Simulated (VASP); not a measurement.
A run of VASP 6.6.1:

Contents of INCAR:

```
SYSTEM = Mg3SeS2
PREC = Accurate
ENCUT = 520
EDIFF = 1E-6
ISMEAR = 0
SIGMA = 0.1
LREAL = .False.
LASPH = .True.
NELM = 60
ALGO = Normal
ISIF = 2
LWAVE = .False.
LCHARG = .True.
GGA = PE
LELF = .True.
LVHAR = .True.
NBANDS = 21
```

KPOINTS

```
regular mesh
0
Gamma
  3 3 4
  0 0 0
```

POSCAR

```
Mg3SeS2
1.0
    6.2890393300      0.0000000000      0.0000000000
   -3.1445196700      5.4464678300      0.0000000000
    0.0000000000      0.0000000000      4.2261736500
Mg Se S
3 1 2
Direct
    0.5000000000      0.0000000000      0.0000000000
    0.0000000000      0.5000000000      0.0000000000
    0.5000000000      0.5000000000      0.0000000000
    0.0000000000      0.0000000000      0.5000000000
    0.3333333300      0.6666666700      0.0000000000
    0.6666666700      0.3333333300      0.0000000000
```

Potentials or basis: VASP PAW PBE potentials, release 64 (Mg, Se, S).

The run is started by

```console
$ cat potpaw_PBE.64/Mg/POTCAR potpaw_PBE.64/Se/POTCAR potpaw_PBE.64/S/POTCAR > POTCAR
$ mpirun -np 1 vasp_std > vasp.out
```

Hardware: 1 thread of Intel(R) Xeon(R) Platinum 8175M CPU @ 2.50GHz (Skylake/Cascade Lake) (shared host).

**Question.** How long does it take, and how much memory?

**Answer.** Wall time 40 s on 1 thread of Intel(R) Xeon(R) Platinum 8175M CPU @ 2.50GHz (Skylake/Cascade Lake), on a shared host, peak memory 0.25 GiB. Counts: scf iterations 14, k points 9.
